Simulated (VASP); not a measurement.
# Tm2MgC2 (I4/mmm) in VASP: vibrations by perturbation theory with PBE

Aim: the vibrations by perturbation theory of Tm2MgC2 with PBE.

Everything below comes from runs of VASP 6.6.1. Logs are shortened: lines on timing, memory, paths and dates and some standing lists are left out, and cuts for length are marked.

## 1. The cell of the first run

The structure is tetragonal, space group I4/mmm (No. 139). The conventional cell has a = 3.526 Å, b = 3.526 Å, c = 13.746 Å, α = 90.00°, β = 90.00°, γ = 90.00°. Tm (site symmetry 4mm) has 5 C at 2.42 to 2.50 Å within 3.2 Å. Mg (site symmetry 4/mmm) has 2 C at 2.17 Å within 2.9 Å. C (site symmetry 4mm) has 1 Mg at 2.17 Å and 5 Tm at 2.42 to 2.50 Å within 2.9 Å.

## 2. Vibrations by perturbation theory, PBE

File INCAR:

```
SYSTEM = Tm2MgC2
ALGO     = Normal         ! electronic algorithm
EDIFF    = 1E-8           ! SCF threshold, eV
ENCUT    = 600            ! plane-wave cutoff, eV
GGA      = PE             ! functional
GGA_COMPAT= .False.      
IBRION   = 8              ! ionic algorithm
ISIF     = 2              ! what is computed and relaxed
ISMEAR   = 0              ! smearing method
KPAR     = 4            
LASPH    = .True.         ! aspherical terms in the spheres
LCHARG   = .True.         ! write CHGCAR
LMAXMIX  = 6              ! l up to which the mixer works
LREAL    = .False.        ! projectors in reciprocal space
LWAVE    = .False.        ! write WAVECAR
NELM     = 200            ! most SCF steps
NSW      = 1              ! ionic steps
PREC     = Accurate       ! precision mode
SIGMA    = 0.1            ! smearing width, eV
```

File KPOINTS:

```
k-points
0
Gamma
  12 12 12
  0 0 0
```

File POSCAR:

```
Tm2MgC2
1.0
   -1.7632026913      1.7632026913      6.8731932304
    1.7632026913     -1.7632026913      6.8731932304
    1.7632026913      1.7632026913     -6.8731932304
Tm Mg C
2 1 2
Direct
    0.6659834073      0.6659834073      0.0000000000
    0.3340165927      0.3340165927      0.0000000000
    0.0000000000      0.0000000000      0.0000000000
    0.8420778311      0.8420778311      0.0000000000
    0.1579221689      0.1579221689      0.0000000000
```

Potentials or basis: VASP PAW PBE potentials, release 64 (Tm_3, Mg, C), 4f in core.

Command:

```
$ cat potpaw_PBE.64/Tm_3/POTCAR potpaw_PBE.64/Mg/POTCAR potpaw_PBE.64/C/POTCAR > POTCAR
$ mpirun -np 4 vasp_std > vasp.out
```

OUTCAR:

```text
SYSTEM = Tm2MgC2
   EDIFF = 1E-8
   ENCUT = 600
   GGA = PE
   IBRION = 8
   ISIF = 2
   ISMEAR = 0
   LASPH = .True.
   LREAL = .False.
   NELM = 200
   NSW = 1
   PREC = Accurate

 ion  position               nearest neighbor table
   1  0.666  0.666  0.000-   4 2.42   5 2.50   5 2.50   5 2.50   5 2.50   3 3.38   3 3.38   3 3.38
                             3 3.38   2 3.40   2 3.40   2 3.40   2 3.40
   2  0.334  0.334  0.000-   5 2.42   4 2.50   4 2.50   4 2.50   4 2.50   3 3.38   3 3.38   3 3.38
                             3 3.38   1 3.40   1 3.40   1 3.40   1 3.40
   3  0.000  0.000  0.000-   4 2.17   5 2.17   2 3.38   1 3.38   1 3.38   1 3.38   1 3.38   2 3.38
                             2 3.38   2 3.38
   4  0.842  0.842  0.000-   3 2.17   1 2.42   2 2.50   2 2.50   2 2.50   2 2.50
   5  0.158  0.158  0.000-   3 2.17   2 2.42   1 2.50   1 2.50   1 2.50   1 2.50

  LATTYP: Found a body centered tetragonal cell.
 ALAT       =     3.5264053826
 C/A-ratio  =     3.8981299565

  Lattice vectors:

 A1 = (  -1.7632026913,   1.7632026913,   6.8731932304)
 A2 = (   1.7632026913,  -1.7632026913,   6.8731932304)
 A3 = (   1.7632026913,   1.7632026913,  -6.8731932304)

Analysis of symmetry for initial positions (statically):
=====================================================================
 Subroutine PRICEL returns:
 Original cell was already a primitive cell.

 Routine SETGRP: Setting up the symmetry group for a
 body centered tetragonal supercell.

 Subroutine GETGRP returns: Found 16 space group operations
 (whereof 16 operations were pure point group operations)
 out of a pool of 16 trial point group operations.

The static configuration has the point symmetry D_4h.

Analysis of symmetry for dynamics (positions and initial velocities):
=====================================================================
 Subroutine PRICEL returns:
 Original cell was already a primitive cell.

 Routine SETGRP: Setting up the symmetry group for a
 body centered tetragonal supercell.

 Subroutine GETGRP returns: Found 16 space group operations
 (whereof 16 operations were pure point group operations)
 out of a pool of 16 trial point group operations.

The dynamic configuration has the point symmetry D_4h.

 Subroutine INISYM returns: Found 16 space group operations
 (whereof 16 operations are pure point group operations),
 and found     1 'primitive' translations

----------------------------------------------------------------------------------------

                                     Primitive cell

  volume of cell :      85.4718

  direct lattice vectors                    reciprocal lattice vectors
    -1.763202691  1.763202691  6.873193230     0.000000000  0.283574885  0.072746391
     1.763202691 -1.763202691  6.873193230     0.283574885  0.000000000  0.072746391
[... 658 lines left out ...]
  --------------------------------------------------------------------------------------
  -------------------------------------------------------------------------------------
  Total        0.5321076      0.5321076      0.3760617      0.0000000     -0.0000000      0.0000000
  in kB        9.9744058      9.9744058      7.0493100      0.0000000     -0.0000000      0.0000000
  external PRESSURE =       8.9993739 kB  Pullay stress =       0.0000000 kB

 VOLUME and BASIS-vectors are now :
 -----------------------------------------------------------------------------
  energy-cutoff  :      600.00
  volume of cell :       85.47
      direct lattice vectors                 reciprocal lattice vectors
    -1.763202691  1.763202691  6.873193230     0.000000000  0.283574885  0.072746391
     1.763202691 -1.763202691  6.873193230     0.283574885  0.000000000  0.072746391
     1.763202691  1.763202691 -6.873193230     0.283574885  0.283574885  0.000000000

 POSITION                                       TOTAL-FORCE (eV/Angst)
 -----------------------------------------------------------------------------------
      0.00000      0.00000      9.15487        -0.000000     -0.000000     -0.046967
      0.00000      0.00000      4.59152        -0.000000     -0.000000      0.046967
      0.00000      0.00000      0.00000         0.000000      0.000000     -0.000000
      0.00000      0.00000     11.57553         0.000000      0.000000      0.027738
      0.00000      0.00000      2.17086        -0.000000     -0.000000     -0.027738
 -----------------------------------------------------------------------------------
    total drift:                                0.000000      0.000000     -0.000000

  FREE ENERGIE OF THE ION-ELECTRON SYSTEM (eV)
  ---------------------------------------------------
  free  energy   TOTEN  =       -29.5953447819 eV

  energy  without entropy=      -29.5771569431  energy(sigma->0) =      -29.58625086

[... ionic steps 2 to 12 ...]

--------------------------------------- Ionic step       13  -------------------------------------------

------------------------ aborting loop because EDIFF is reached ----------------------------------------

[... ionic steps 14 to 14 ...]

--------------------------------------- Ionic step       15  -------------------------------------------

 Free energy of the ion-electron system (eV)
  ---------------------------------------------------
  ---------------------------------------------------
  free energy    TOTEN  =        -0.12484359 eV

  energy without entropy =       -0.12484585

------------------------ aborting loop because EDIFF is reached ----------------------------------------

 INTERNAL STRAIN TENSOR  FOR ION    4  DIRECTION 3   (eV/Angst):
 -----------------------------------------------------------------------------
    -0.93059  0.00000  0.00000
     0.00000 -0.93059 -0.00000
     0.00000  0.00000  1.12523

 INTERNAL STRAIN TENSOR FOR ION    5 for displacements in x,y,z  (eV/Angst):
          X           Y           Z          XY          YZ          ZX
  --------------------------------------------------------------------------------
  x     0.00000     0.00000     0.00000     0.00000     0.00000     1.73816
  y     0.00000    -0.00000     0.00000     0.00000     1.50372     0.00000
  z     0.93059     0.93059    -1.12523     0.00000     0.00000     0.00000

 SECOND DERIVATIVES (NOT SYMMETRIZED)
 ------------------------------------
               1X          1Y          1Z          2X          2Y          2Z          3X          3Y          3Z          4X          4Y          4Z          5X          5Y          5Z
  1X    -5.862759   -0.000000    0.000000    2.361874    0.000000    0.000000    0.762067    0.000000    0.000000    0.206762    0.000000    0.000000    2.532056   -0.000000    0.000000
  1Y     0.000000   -5.862759   -0.000000   -0.000000    2.361874   -0.000000   -0.000000    0.762067    0.000000   -0.000000    0.206762    0.000000    0.000000    2.532056    0.000000
  1Z     0.000000    0.000000   -9.024639    0.000000    0.000000    1.752992    0.000000    0.000000    2.340233    0.000000    0.000000    3.128692    0.000000   -0.000000    1.802721
  2X     2.361874    0.000000    0.000000   -5.862759   -0.000000    0.000000    0.762067    0.000000    0.000000    2.532056   -0.000000    0.000000    0.206762    0.000000    0.000000
  2Y    -0.000000    2.361874   -0.000000    0.000000   -5.862759   -0.000000   -0.000000    0.762067    0.000000    0.000000    2.532056    0.000000   -0.000000    0.206762    0.000000
  2Z     0.000000    0.000000    1.752992    0.000000    0.000000   -9.024639    0.000000    0.000000    2.340233    0.000000   -0.000000    1.802721    0.000000    0.000000    3.128692
  3X     0.761786    0.000000    0.000000    0.761786   -0.000000    0.000000   -2.409701    0.000000    0.000000    0.443065   -0.000000    0.000000    0.443065    0.000000    0.000000
  3Y     0.000000    0.761786    0.000000    0.000000    0.761786    0.000000    0.000000   -2.409701    0.000000    0.000000    0.443065    0.000000    0.000000    0.443065    0.000000
  3Z     0.000000   -0.000000    2.323259    0.000000    0.000000    2.323259    0.000000    0.000000  -11.980573    0.000000    0.000000    3.667027    0.000000    0.000000    3.667027
  4X     0.211508    0.000000    0.000000    2.531815    0.000000    0.000000    0.442933   -0.000000    0.000000   -3.741068    0.000000    0.000000    0.554812    0.000000    0.000000
  4Y    -0.000000    0.211508    0.000000    0.000000    2.531815    0.000000    0.000000    0.442933    0.000000    0.000000   -3.741068   -0.000000    0.000000    0.554812   -0.000000
  4Z     0.000000   -0.000000    3.060675    0.000000    0.000000    1.804392    0.000000   -0.000000    3.683802    0.000000    0.000000   -9.363838    0.000000    0.000000    0.814969
  5X     2.531815    0.000000    0.000000    0.211508    0.000000    0.000000    0.442933   -0.000000    0.000000    0.554812    0.000000    0.000000   -3.741068    0.000000    0.000000
  5Y     0.000000    2.531815    0.000000   -0.000000    0.211508    0.000000    0.000000    0.442933    0.000000    0.000000    0.554812   -0.000000    0.000000   -3.741068   -0.000000
  5Z     0.000000    0.000000    1.804392    0.000000   -0.000000    3.060675    0.000000   -0.000000    3.683802    0.000000    0.000000    0.814969    0.000000    0.000000   -9.363838

 Eigenvectors and eigenvalues of the dynamical matrix
 ----------------------------------------------------

   1 f  =   15.073660 THz    94.710602 2PiTHz  502.803190 cm-1    62.339622 meV
             X         Y         Z           dx          dy          dz
      0.000000  0.000000  9.154865     0.000000    0.000000   -0.048140
      0.000000  0.000000  4.591521     0.000000   -0.000000   -0.048140
      0.000000  0.000000  0.000000    -0.000000   -0.000000   -0.564812
      0.000000  0.000000 11.575527     0.000000   -0.000000    0.581529
      0.000000  0.000000  2.170859    -0.000000    0.000000    0.581529
[... 105 lines left out ...]
  15 f/i=    0.017551 THz     0.110274 2PiTHz    0.585427 cm-1     0.072584 meV
             X         Y         Z           dx          dy          dz
      0.000000  0.000000  9.154865     0.000000   -0.000000    0.660895
      0.000000  0.000000  4.591521     0.000000   -0.000000    0.660895
      0.000000  0.000000  0.000000     0.000000   -0.000000    0.252248
      0.000000  0.000000 11.575527     0.000000   -0.000000    0.177209
      0.000000  0.000000  2.170859     0.000000   -0.000000    0.177209

--------------------------------------------------------------------------------------------------------

 ELASTIC MODULI CONTR FROM IONIC RELAXATION (kBar)
 Direction    XX          YY          ZZ          XY          YZ          ZX
 --------------------------------------------------------------------------------
 XX         -68.2584    -68.2584   -113.8183      0.0000     -0.0000     -0.0000
 YY         -68.2584    -68.2584   -113.8183      0.0000     -0.0000     -0.0000
 ZZ        -113.8183   -113.8183   -217.4754      0.0000     -0.0000     -0.0000
 XY           0.0000      0.0000      0.0000      0.0000      0.0000      0.0000
 YZ          -0.0000     -0.0000     -0.0000      0.0000    -87.0843      0.0000
 ZX          -0.0000     -0.0000     -0.0000      0.0000      0.0000    -97.7626
 --------------------------------------------------------------------------------
```

Run time: 45 min. Hardware: 4 MPI ranks of Intel Xeon 6975P-C (Granite Rapids), shared host; peak memory 2.4 GiB.

What came out:

- Highest phonon frequency at Γ: 503 cm⁻¹

Phonon frequencies in cm⁻¹ (negative: imaginary):
```csv
q point,frequencies
"(0.000, 0.000, 0.000)",-1 0 0 105 105 131 165 165 278 278 294 315 315 480 503
```

Caveat: spin-orbit coupling is left out, which moves the levels of the heavy elements; the 4f electrons are frozen in the core, so they carry no moment and show no levels. Spin polarisation is off, so any magnetic state and its effect on volume and gap are missing.
